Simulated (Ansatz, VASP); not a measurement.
## One calculation of Cd, two programs

The input INCAR:

```
ALGO = Normal ; EDIFF = 1E-6
ENCUT = 520 ; GGA = PE
ISIF = 2 ; ISMEAR = 0
LASPH = T ; LCHARG = F
LREAL = F ; LWAVE = F
NBANDS = 12 ; NELM = 100
PREC = Accurate ; SIGMA = 0.1
```

Contents of KPOINTS:

```
k-points
0
Gamma
  16 16 16
```

POSCAR

```
Cd
1.0
   -1.8580954323      1.8580954323      1.8580954323
    1.8580954323     -1.8580954323      1.8580954323
    1.8580954323      1.8580954323     -1.8580954323
Cd
1
Direct
    0.0000000000      0.0000000000      0.0000000000
```

Input for Ansatz:

```yaml
crystal:
  lattice:
    - [-1.8580954323, 1.8580954323, 1.8580954323]
    - [1.8580954323, -1.8580954323, 1.8580954323]
    - [1.8580954323, 1.8580954323, -1.8580954323]
  atoms:
    - { symbol: Cd, position: [0.0, 0.0, 0.0] }
basis:
  ecutwfc: 420
kpoints:
  mp_grid: { grid: [16, 16, 16] }
hamiltonian:
  xc: pbe
scf:
  occupations: { method: gaussian, width: 0.1 }
output:
  forces: true
  stress: true
  eigenvalues: true
```

Alike in both runs: task single point; functional PBE; k mesh 16 × 16 × 16; occupations gaussian, width 0.1 eV; no spin polarisation.

```csv
,VASP,Ansatz
version,VASP 6.6.1,Ansatz 0.2.0
potentials or method,"VASP PAW PBE potentials, release 64 (Cd), cutoff 520 eV","scalar-relativistic, plane waves, PAW"
valence electrons in the cell,12,20
```

```csv
,VASP,Ansatz,Ansatz less VASP
gap on the k mesh at the Fermi level (eV),none,none,-
pressure (GPa),-2.5,-2.6,-0.13
```

A gap of «none» marks a metal or a gap that the smearing closes. VASP's potentials hold 12 valence electrons a cell and Ansatz's 20, so a difference there can come from the potentials and not from the codes.
